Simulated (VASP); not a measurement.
# ZnOs2 (P6_3/mmc) in VASP: relaxation of cell and atoms with PBE

Aim: the relaxation of cell and atoms of ZnOs2 with PBE.

Program: VASP 6.6.1. These are calculated values, not measurements. Logs are shortened: lines on timing, memory, paths and dates and some standing lists are left out, and cuts for length are marked.

## Step 1: The cell of the first run

The structure is hexagonal, space group P6_3/mmc (No. 194). Conventional cell: a = 2.768 Å, b = 2.768 Å, c = 13.003 Å, α = 90.00°, β = 90.00°, γ = 120.00°. Zn (site symmetry -6m2) has 6 Os at 2.74 Å and 6 Zn at 2.77 Å within 3.6 Å. Os (site symmetry 3m) has 9 Os at 2.60 to 2.77 Å and 3 Zn at 2.74 Å within 3.4 Å.

## Step 2: Relaxation of cell and atoms, PBE

Contents of INCAR:

```
PREC = Accurate ; ENCUT = 600
EDIFF = 1E-6 ; ISMEAR = 0
SIGMA = 0.1 ; LREAL = False
LASPH = True ; NELM = 100
ALGO = Fast ; ISIF = 3
LWAVE = False ; LCHARG = False
GGA = PE ; IBRION = 2
NSW = 100 ; EDIFFG = -0.01
```

Contents of KPOINTS:

```
regular mesh
0
Gamma
  18 18 4
```

Contents of POSCAR:

```
ZnOs2
1.0
    2.7683237056      0.0000000000      0.0000000000
   -1.3841618528      2.3974386550      0.0000000000
    0.0000000000      0.0000000000     13.0027728388
Zn Os
2 4
Direct
    0.3333333333      0.6666666667      0.2500000000
    0.6666666667      0.3333333333      0.7500000000
    0.3333333333      0.6666666667      0.5787801830
    0.6666666667      0.3333333333      0.0787801830
    0.3333333333      0.6666666667      0.9212198170
    0.6666666667      0.3333333333      0.4212198170
```

Potentials or basis: VASP PAW PBE potentials, release 64 (Zn, Os).

Run with:

```console
$ cat potpaw_PBE.64/Zn/POTCAR potpaw_PBE.64/Os/POTCAR > POTCAR
$ mpirun -np 1 vasp_std > vasp.out
```

OUTCAR:

```text
PREC = Accurate
   ENCUT = 600
   EDIFF = 1E-6
   ISMEAR = 0
   LREAL = False
   LASPH = True
   NELM = 100
   ISIF = 3
   GGA = PE
   IBRION = 2
   NSW = 100
   EDIFFG = -0.01

 ion  position               nearest neighbor table
   1  0.333  0.667  0.250-   4 2.74   6 2.74   4 2.74   6 2.74   4 2.74   6 2.74
   2  0.667  0.333  0.750-   3 2.74   5 2.74   3 2.74   5 2.74   3 2.74   5 2.74
   3  0.333  0.667  0.579-   6 2.60   6 2.60   6 2.60   2 2.74   2 2.74   2 2.74
   4  0.667  0.333  0.079-   5 2.60   5 2.60   5 2.60   1 2.74   1 2.74   1 2.74
   5  0.333  0.667  0.921-   4 2.60   4 2.60   4 2.60   2 2.74   2 2.74   2 2.74
   6  0.667  0.333  0.421-   3 2.60   3 2.60   3 2.60   1 2.74   1 2.74   1 2.74

  LATTYP: Found a hexagonal cell.
 ALAT       =     2.7683237056
 C/A-ratio  =     4.6969842481

  Lattice vectors:

 A1 = (   2.7683237056,   0.0000000000,   0.0000000000)
 A2 = (  -1.3841618528,   2.3974386550,   0.0000000000)
 A3 = (   0.0000000000,   0.0000000000,  13.0027728388)

Analysis of symmetry for initial positions (statically):
=====================================================================
 Subroutine PRICEL returns:
 Original cell was already a primitive cell.

 Routine SETGRP: Setting up the symmetry group for a
 hexagonal supercell.

 Subroutine GETGRP returns: Found 24 space group operations
 (whereof 12 operations were pure point group operations)
 out of a pool of 24 trial point group operations.

The static configuration has the point symmetry D_3d.
 The point group associated with its full space group is D_6h.

Analysis of symmetry for dynamics (positions and initial velocities):
=====================================================================
 Subroutine PRICEL returns:
 Original cell was already a primitive cell.

 Routine SETGRP: Setting up the symmetry group for a
 hexagonal supercell.

 Subroutine GETGRP returns: Found 24 space group operations
 (whereof 12 operations were pure point group operations)
 out of a pool of 24 trial point group operations.

The dynamic configuration has the point symmetry D_3d.
 The point group associated with its full space group is D_6h.

 Subroutine INISYM returns: Found 24 space group operations
 (whereof 12 operations are pure point group operations),
 and found     1 'primitive' translations

----------------------------------------------------------------------------------------

                                     Primitive cell

  volume of cell :      86.2979

  direct lattice vectors                    reciprocal lattice vectors
     2.768323706  0.000000000  0.000000000     0.361229432  0.208555910  0.000000000
    -1.384161853  2.397438655  0.000000000     0.000000000  0.417111820  0.000000000
     0.000000000  0.000000000 13.002772839     0.000000000  0.000000000  0.076906673

  length of vectors
     2.768323706  2.768323706 13.002772839     0.417111820  0.417111820  0.076906673

  position of ions in fractional coordinates (direct lattice)
     0.333333333  0.666666667  0.250000000
     0.666666667  0.333333333  0.750000000
     0.333333333  0.666666667  0.578780183
     0.666666667  0.333333333  0.078780183
     0.333333333  0.666666667  0.921219817
     0.666666667  0.333333333  0.421219817

  ion indices of the primitive-cell ions
   primitive index   ion index
                 1           1
                 2           2
                 3           3
                 4           4
                 5           5
                 6           6

----------------------------------------------------------------------------------------

 KPOINTS: regular mesh

Automatic generation of k-mesh.
 Grid dimensions read from file:
 generate k-points for:   18   18    4

 Generating k-lattice:

  Cartesian coordinates                     Fractional coordinates (reciprocal lattice)
     0.020068302  0.011586439  0.000000000     0.055555556 -0.000000000  0.000000000
     0.000000000  0.023172879  0.000000000     0.000000000  0.055555556  0.000000000
     0.000000000  0.000000000  0.019226668     0.000000000  0.000000000  0.250000000

  Length of vectors
     0.023172879  0.023172879  0.019226668

  Shift w.r.t. Gamma in fractional coordinates (k-lattice)
     0.000000000  0.000000000  0.000000000

 Subroutine IBZKPT returns following result:
 ===========================================

 Found    111 irreducible k-points:

 Following reciprocal coordinates:
            Coordinates               Weight
  0.000000  0.000000  0.000000      1.000000
  0.055556  0.000000  0.000000      6.000000
  0.111111  0.000000  0.000000      6.000000
  0.166667  0.000000  0.000000      6.000000
  0.222222  0.000000  0.000000      6.000000
  0.277778 -0.000000  0.000000      6.000000
[... 16 lines left out ...]
  0.333333  0.111111  0.000000     12.000000
  0.388889  0.111111  0.000000     12.000000
 [... further k-points ...]
   k-points           NKPTS =    111   k-points in BZ     NKDIM =    111   number of bands    NBANDS=     33
   number of dos      NEDOS =    301   number of ions     NIONS =      6
   total plane-waves  NPLWV =  62208
   dimension x,y,z NGX =    24 NGY =   24 NGZ =  108
   dimension x,y,z NGXF=    48 NGYF=   48 NGZF=  216
   ions per type =               2   4
   NGX,Y,Z   is equivalent  to a cutoff of  14.41, 14.41, 13.81 a.u.
   NGXF,Y,Z  is equivalent  to a cutoff of  28.83, 28.83, 27.62 a.u.
 SYSTEM =  unknown system
   PREC   = accura    normal or accurate (medium, high low for compatibility)
   ISTART =      0    job   : 0-new  1-cont  2-samecut
   ICHARG =      2    charge: 1-file 2-atom 10-const
   ISPIN  =      1    spin polarized calculation?
   LNONCOLLINEAR =      F non collinear calculations
   LSORBIT =      F    spin-orbit coupling
   LASPH  =      T    aspherical Exc in radial PAW
   ENCUT  =  600.0 eV  44.10 Ry    6.64 a.u.   5.53  5.53 25.97*2*pi/ulx,y,z
   NELM   =    100;   NELMIN=  2; NELMDL= -5     # of ELM steps
   EDIFF  = 0.1E-05   stopping-criterion for ELM
   LREAL  =      F    real-space projection
   EDIFFG = -.1E-01   stopping-criterion for IOM
   NSW    =    100    number of steps for IOM
   IBRION =      2    ionic relax: 0-MD 1-quasi-New 2-CG
   NFREE  =      1    steps in history (QN), initial steepest desc. (CG)
   ISIF   =      3    stress and relaxation
   ISYM   =      2    0-nonsym 1-usesym 2-fastsym
   POTIM  = 0.5000    time-step for ionic-motion
   TEBEG  =    0.0;   TEEND  =   0.0 temperature during run
   PSTRESS=    0.0 pullay stress
   NELECT =      56.0000    total number of electrons
   NUPDOWN=      -1.0000    fix difference up-down
   EMIN   =  10.00;   EMAX   =-10.00  energy-range for DOS
   EFERMI =   0.00;   METHOD = LEGACY
   ISMEAR =     0;   SIGMA  =   0.10  broadening in eV -4-tet -1-fermi 0-gaus
   EFERMI_NEDOS =   21; number of points for ismear=-14 and -15
   IALGO  =     68    algorithm
   IMIX   =      4    mixing-type and parameters
     AMIX     =   0.40;   BMIX     =  1.00
     AMIX_MAG =   1.60;   BMIX_MAG =  1.00
  volume/ion in A,a.u.               =      14.38        97.06
  Fermi-wavevector in a.u.,A,eV,Ry     =   1.417329  2.678364 27.331682  2.008822
  Thomas-Fermi vector in A             =   2.538571
   LORBIT       =      0    0 simple, 1 ext, 2 COOP (PROOUT), +10 PAW based schemes
   GGA     = PE    functional components
   LHFCALC =     F    Hartree Fock is set to
   AEXX    =    0.0000 exact exchange contribution
   IVDW    =     0    specifies the selected vdW correction
   LEPSILON=     F    determine dielectric tensor
   LRPA    =     F    only Hartree local field effects (RPA)
 conjugate gradient relaxation of ions
 non-spin polarized calculation
 RMM-DIIS sequential band-by-band and
 Gauss-broadening in eV      SIGMA  =   0.10
  energy-cutoff  :      600.00
  volume of cell :       86.30
 maximum number of plane-waves:      2944
 NGX is ok and might be reduce to    24
   NGX = 11   NGY = 11   NGZ = 51

--------------------------------------- Ionic step        1  -------------------------------------------

 number of electron      55.9999985 magnetization

 Free energy of the ion-electron system (eV)
  ---------------------------------------------------
  ext. energy  EPLUGINS =         0.00000000
  ---------------------------------------------------
  free energy    TOTEN  =       -46.50836878 eV

  energy without entropy =      -46.48623037  energy(sigma->0) =      -46.49729957

------------------------ aborting loop because EDIFF is reached ----------------------------------------

  FORCE on cell =-STRESS in cart. coord.  units (eV):
  Direction    XX          YY          ZZ          XY          YZ          ZX
  --------------------------------------------------------------------------------------
  -------------------------------------------------------------------------------------
  Total       -0.5975952     -0.5975952      1.0554553     -0.0000000      0.0000000      0.0000000
  in kB      -11.0947460    -11.0947460     19.5952168     -0.0000000      0.0000000      0.0000000
  external PRESSURE =      -0.8647584 kB  Pullay stress =       0.0000000 kB
[... 265 lines left out ...]
  energy  without entropy=      -46.4906865956  energy(sigma->0) =      -46.50187887

--------------------------------------- Ionic step        8  -------------------------------------------

 number of electron      55.9999988 magnetization

 Free energy of the ion-electron system (eV)
  ---------------------------------------------------
  ext. energy  EPLUGINS =         0.00000000
  ---------------------------------------------------
  free energy    TOTEN  =       -46.51306968 eV

  energy without entropy =      -46.49069373  energy(sigma->0) =      -46.50188170

 E-fermi :   7.0315     XC(G=0): -13.2238

 val. band max:        7.0199897558   @ k =   0.2778   0.1111   0.5000
 cond. band min:       7.0337969803   @ k =   0.3333   0.0556   0.0000
 fundamental gap:      0.0138072245
 Fermi energy:         7.0314887069

 k-point     1 :       0.0000    0.0000    0.0000
  band No.  band energies     occupation
      1      -3.5450      2.00000
      2      -2.5884      2.00000
      3      -2.2814      2.00000
      4      -0.9852      2.00000
      5      -0.8780      2.00000
      6      -0.6397      2.00000
[... 853 lines left out ...]
     32       9.4468      0.00000
     33      10.0839      0.00000

 [... further k-points ...]

------------------------ aborting loop because EDIFF is reached ----------------------------------------

  FORCE on cell =-STRESS in cart. coord.  units (eV):
  Direction    XX          YY          ZZ          XY          YZ          ZX
  --------------------------------------------------------------------------------------
  -------------------------------------------------------------------------------------
  Total        0.0042214      0.0042214     -0.0190881     -0.0000000      0.0000000     -0.0000000
  in kB        0.0784151      0.0784151     -0.3545761     -0.0000000      0.0000000     -0.0000000
  external PRESSURE =      -0.0659153 kB  Pullay stress =       0.0000000 kB
[... 21 lines left out ...]
  FREE ENERGIE OF THE ION-ELECTRON SYSTEM (eV)
  ---------------------------------------------------
  free  energy   TOTEN  =       -46.5130696764 eV

  energy  without entropy=      -46.4906937275  energy(sigma->0) =      -46.50188170

 reached required accuracy - stopping structural energy minimisation
```

It took 63 min on 1 thread of Intel Xeon 8259CL, shared host; peak memory 0.5 GiB.

What came out:

| Item | Value |
| --- | --- |
| Free energy | -46.5131 eV |
| Relaxed volume | 14.38 Å³/atom |
| Relaxed cell | a = 2.760 Å, b = 2.760 Å, c = 13.076 Å, α = 90.00°, β = 90.00°, γ = 120.00° |
| Space group after relaxing (to 0.1 Å) | P6_3/mmc (No. 194) |
| Energy gained by relaxing | 0.8 meV/atom |
| Ionic steps | 8 |
| Pressure after relaxing | 0.0 GPa |
| Largest force after relaxing | 0.007 eV/Å |
| Band gap on the k mesh | zero (bands 28 and 29 overlap by 2.35 eV) |

Forces on the atoms (eV/Å):
```
Zn   0.000  0.000  0.000
Zn   0.000  0.000  0.000
Os   0.000  0.000  0.007
Os   0.000  0.000  0.007
Os   0.000  0.000 -0.007
Os   0.000  0.000 -0.007
```

Step by step:
| step | energy change (eV) | largest force (eV/Å) | pressure (GPa) | volume (Å³) |
| --- | --- | --- | --- | --- |
| 1 | 0.0000 | 0.1199 | -0.09 | 86.30 |
| 2 | -0.0002 | 0.2216 | -0.26 | 86.20 |
| 3 | -0.0043 | 0.0584 | -0.16 | 86.25 |
| 4 | -0.0044 | 0.0217 | 0.51 | 86.09 |
| 5 | -0.0046 | 0.0147 | 0.29 | 86.16 |
| 6 | -0.0047 | 0.0155 | 0.01 | 86.29 |
| 7 | -0.0047 | 0.0020 | 0.13 | 86.23 |
| 8 | -0.0047 | 0.0070 | -0.01 | 86.25 |

Final structure:
```cif
data_structure
_symmetry_space_group_name_H-M 'P 1'
_symmetry_Int_Tables_number 1
_cell_length_a 2.7598
_cell_length_b 2.7598
_cell_length_c 13.0758
_cell_angle_alpha 90.000
_cell_angle_beta 90.000
_cell_angle_gamma 120.000
_cell_volume 86.25
loop_
_atom_site_label
_atom_site_type_symbol
_atom_site_fract_x
_atom_site_fract_y
_atom_site_fract_z
_atom_site_occupancy
Zn1 Zn 0.33333 0.66667 0.25000 1
Zn2 Zn 0.66667 0.33333 0.75000 1
Os1 Os 0.33333 0.66667 0.57880 1
Os2 Os 0.66667 0.33333 0.07880 1
Os3 Os 0.33333 0.66667 0.92120 1
Os4 Os 0.66667 0.33333 0.42120 1
```

Levels at points of the mesh, in eV from the Fermi level:
```tsv
k point	band 24	band 25	band 26	band 27	band 28	band 29	band 30	band 31
(0.00, 0.00, 0.00)	-2.69	-2.68	-2.68	-2.16	-0.74	-0.31	-0.31	-0.24
(0.50, 0.00, 0.00)	-1.18	-0.75	-0.62	0.78	1.09	1.11	2.09	2.09
(0.00, 0.00, 0.50)	-2.68	-2.68	-2.68	-1.59	-1.59	-0.28	-0.28	-0.28
(0.50, 0.00, 0.50)	-1.91	-0.32	-0.32	0.94	0.94	1.74	1.74	2.09
```

Caveat: spin-orbit coupling is left out, which moves the levels of the heavy elements.
